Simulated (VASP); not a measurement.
# WC (P-6m2) in VASP: further runs, part 2 of 2

VASP 6.6.1. The steps go on from the part before.

**3. Single point, PBEsol (10.51 Å³/atom)**

This run uses another cell than the first one, of 10.51 Å³/atom.

Contents of INCAR:

```
SYSTEM = WC
PREC     = Accurate       ! precision mode
ENCUT    = 520            ! plane-wave cutoff, eV
EDIFF    = 1E-7           ! SCF threshold, eV
ISMEAR   = -1             ! smearing method
SIGMA    = 0.05           ! smearing width, eV
LREAL    = .FALSE.        ! projectors in reciprocal space
LASPH    = .TRUE.         ! aspherical terms in the spheres
NELM     = 100            ! most SCF steps
ALGO     = Normal         ! electronic algorithm
ISIF     = 2              ! what is computed and relaxed
LWAVE    = .FALSE.        ! write WAVECAR
LCHARG   = .TRUE.         ! write CHGCAR
GGA      = PS             ! functional
LELF     = .TRUE.         ! ELF
LVHAR    = .TRUE.       
NBANDS   = 16             ! bands
```

Contents of KPOINTS:

```
Automatic mesh
0
G
  14 14 13
  0 0 0
```

Contents of POSCAR:

```
WC
1.0
    2.9197106146      0.0000000000      0.0000000000
   -1.4598553073      2.5285435639      0.0000000000
    0.0000000000      0.0000000000      2.8477356453
W C
1 1
Direct
    0.0000000000      0.0000000000      0.0000000000
    0.6666666667      0.3333333333      0.5000000000
```

Potentials or basis: VASP PAW PBE potentials, release 64 (W_sv, C).

Started as:

```bash
$ cat potpaw_PBE.64/W_sv/POTCAR potpaw_PBE.64/C/POTCAR > POTCAR
$ mpirun -np 1 vasp_std > vasp.out
```

OUTCAR:

```text
SYSTEM = WC
   PREC = Accurate
   ENCUT = 520
   EDIFF = 1E-7
   ISMEAR = -1
   LREAL = .FALSE.
   LASPH = .TRUE.
   NELM = 100
   ISIF = 2
   GGA = PS

 ion  position               nearest neighbor table
   1  0.000  0.000  0.000-   2 2.21   2 2.21   2 2.21   2 2.21   2 2.21   2 2.21
   2  0.667  0.333  0.500-   1 2.21   1 2.21   1 2.21   1 2.21   1 2.21   1 2.21

  LATTYP: Found a hexagonal cell.
 ALAT       =     2.9197106146
 C/A-ratio  =     0.9753485948

  Lattice vectors:

 A1 = (   2.9197106146,   0.0000000000,   0.0000000000)
 A2 = (  -1.4598553073,   2.5285435639,   0.0000000000)
 A3 = (   0.0000000000,   0.0000000000,   2.8477356453)

Analysis of symmetry for initial positions (statically):
=====================================================================
 Subroutine PRICEL returns:
 Original cell was already a primitive cell.

 Routine SETGRP: Setting up the symmetry group for a
 hexagonal supercell.

 Subroutine GETGRP returns: Found 12 space group operations
 (whereof 12 operations were pure point group operations)
 out of a pool of 24 trial point group operations.

The static configuration has the point symmetry D_3h.

[... 159 lines left out ...]

 E-fermi :  10.7354     XC(G=0): -13.8563

 val. band max:       10.7049795128   @ k =   0.0714   0.0714   0.3846
 cond. band min:      10.7829057670   @ k =   0.5000   0.0000   0.3846
 fundamental gap:      0.0779262542
 Fermi energy:        10.7354299184

 k-point     1 :       0.0000    0.0000    0.0000
  band No.  band energies     occupation
      1     -63.2172      2.00000
      2     -27.2029      2.00000
      3     -27.1047      2.00000
      4     -27.1047      2.00000
      5      -3.5816      2.00000
      6       6.4911      2.00000
[... 433 lines left out ...]
      3     -27.5838      2.00000
      4     -27.0839      2.00000
      5       0.4531      2.00000
      6       4.1939      2.00000
[... 8 lines left out ...]
     15      25.7150      0.00000
     16      26.7909      0.00000

 [... further k-points ...]

------------------------ aborting loop because EDIFF is reached ----------------------------------------

  FORCE on cell =-STRESS in cart. coord.  units (eV):
  Direction    XX          YY          ZZ          XY          YZ          ZX
  --------------------------------------------------------------------------------------
  -------------------------------------------------------------------------------------
  Total       -0.9243378     -0.9243378     -1.0132439      0.0000000     -0.0000000      0.0000000
  in kB      -70.4419524    -70.4419524    -77.2173106      0.0000000     -0.0000000      0.0000000
  external PRESSURE =     -72.7004051 kB  Pullay stress =       0.0000000 kB

 VOLUME and BASIS-vectors are now :
 -----------------------------------------------------------------------------
  energy-cutoff  :      520.00
  volume of cell :       21.02
      direct lattice vectors                 reciprocal lattice vectors
     2.919710615  0.000000000  0.000000000     0.342499697  0.197742292  0.000000000
    -1.459855307  2.528543564  0.000000000     0.000000000  0.395484584  0.000000000
     0.000000000  0.000000000  2.847735645     0.000000000  0.000000000  0.351156190

 POSITION                                       TOTAL-FORCE (eV/Angst)
 -----------------------------------------------------------------------------------
      0.00000      0.00000      0.00000        -0.000000      0.000000      0.000000
      1.45986      0.84285      1.42387         0.000000      0.000000      0.000000
 -----------------------------------------------------------------------------------
    total drift:                                0.000000     -0.000000      0.000000

  FREE ENERGIE OF THE ION-ELECTRON SYSTEM (eV)
  ---------------------------------------------------
  free  energy   TOTEN  =       -23.8926021098 eV

  energy  without entropy=      -23.8901300203  energy(sigma->0) =      -23.89136607
```

Run time: 34 s. Hardware: 1 thread of Intel Xeon Platinum 8259CL at 2.50GHz (Skylake/Cascade Lake), shared host; peak memory 0.18 GiB.

Results:

```
Free energy            : -23.8926 eV
Pressure               : -7.3 GPa
Band gap on the k mesh : zero (bands 9 and 10 overlap by 1.31 eV)
```

Caveat: the cell stands under tension; the PAW data sets were made with another functional, which shifts forces and pressure a little; spin-orbit coupling is left out, which moves the levels of the heavy elements.

**4. Single point, PBEsol (10.41 Å³/atom)**

Contents of INCAR:

```
PREC     = Accurate       # precision mode
ENCUT    = 520            # plane-wave cutoff, eV
EDIFF    = 1E-7           # SCF threshold, eV
ISMEAR   = -1             # smearing method
SIGMA    = 0.05           # smearing width, eV
LREAL    = False          # projectors in reciprocal space
LASPH    = True           # aspherical terms in the spheres
NELM     = 100            # most SCF steps
ALGO     = Normal         # electronic algorithm
ISIF     = 2              # what is computed and relaxed
LWAVE    = False          # write WAVECAR
LCHARG   = True           # write CHGCAR
GGA      = PS             # functional
LELF     = True           # ELF
LVHAR    = True         
NBANDS   = 16             # bands
```

Contents of KPOINTS:

```
Automatic mesh
0
Gamma
  14 14 13
```

Contents of POSCAR:

```
WC
1.0
    2.9101377242      0.0000000000      0.0000000000
   -1.4550688621      2.5202531977      0.0000000000
    0.0000000000      0.0000000000      2.8383987401
W C
1 1
Direct
    0.0000000000      0.0000000000      0.0000000000
    0.6666666667      0.3333333333      0.5000000000
```

Started as:

```bash
$ cat potpaw_PBE.64/W_sv/POTCAR potpaw_PBE.64/C/POTCAR > POTCAR
$ mpirun -np 1 vasp_std > vasp.out
```

Wall time 34 s (1 thread of Intel Xeon Platinum 8259CL at 2.50GHz (Skylake/Cascade Lake), shared host); peak memory 0.18 GiB.

The run converged. Its results:

| Property | Result |
| --- | --- |
| Free energy | -23.8994 eV |
| Pressure | -3.5 GPa |
| Band gap on the k mesh | zero (bands 9 and 10 overlap by 1.33 eV) |

Levels at points of the mesh, in eV from the Fermi level:
```tsv
k point	band 6	band 7	band 8	band 9	band 10	band 11	band 12	band 13
(0.00, 0.00, 0.00)	-4.30	-3.31	-3.31	0.13	3.22	3.22	5.65	5.65
(0.50, 0.00, 0.00)	-7.02	-3.59	-3.56	-0.43	2.33	4.52	4.89	6.86
```

Caveat: the cell stands under tension; the PAW data sets were made with another functional, which shifts forces and pressure a little; spin-orbit coupling is left out, which moves the levels of the heavy elements.

**5. Summary**

```csv
cell,gap on the mesh (eV),pressure (GPa)
"a = 2.901, b = 2.901, c = 2.857 Å, angles 90.0, 90.0, 120.0°, 2 atoms",none,-3.9
"a = 2.920, b = 2.920, c = 2.848 Å, angles 90.0, 90.0, 120.0°, 2 atoms",none,-7.3
"a = 2.910, b = 2.910, c = 2.838 Å, angles 90.0, 90.0, 120.0°, 2 atoms",none,-3.5
```

Alike in all rows: task single point; level PBEsol; potentials or basis VASP PAW PBE potentials, release 64 (W_sv, C); no spin polarisation; k mesh 14 × 14 × 13; cutoff (eV) 520; smearing fermi-dirac 0.05 eV.

Caveats: the cell stands under tension; the PAW data sets were made with another functional, which shifts forces and pressure a little; spin-orbit coupling is left out, which moves the levels of the heavy elements.

Absolute energies hang on the potentials; compare differences alone.
